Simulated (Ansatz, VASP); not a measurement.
Two plane-wave programs on Ba3SbP

```xyz
5
Lattice="6.1132 0.0000 0.0000 0.0000 6.1132 0.0000 0.0000 0.0000 6.1132" Properties=species:S:1:pos:R:3 pbc="T T T"
Ba    0.0000    3.0566    3.0566
Ba    3.0566    0.0000    3.0566
Ba    3.0566    3.0566    0.0000
Sb    0.0000    0.0000    0.0000
P     3.0566    3.0566    3.0566
```

Alike in both runs: task single point; functional PBE; k mesh 1 × 1 × 1; occupations gaussian, width 0.1 eV; no spin polarisation.

```csv
,VASP,Ansatz
version,VASP 6.6.1,Ansatz 0.2.0
potentials or method,"VASP PAW PBE potentials, release 64 (Ba_sv, Sb_d_GW, P), cutoff 500 eV","scalar-relativistic, plane waves, PAW"
valence electrons in the cell,50,50
```

VASP gave:

```
pressure (GPa) : 11.6
```

Problem. Estimate Ansatz's values.

Solution. Pressure (GPa): 10.1.

The functional is the same, so the differences come from potentials, cutoffs and numerics.

The k mesh is coarse, so the values compare programs but aren't converged. Spin-orbit coupling is off throughout.
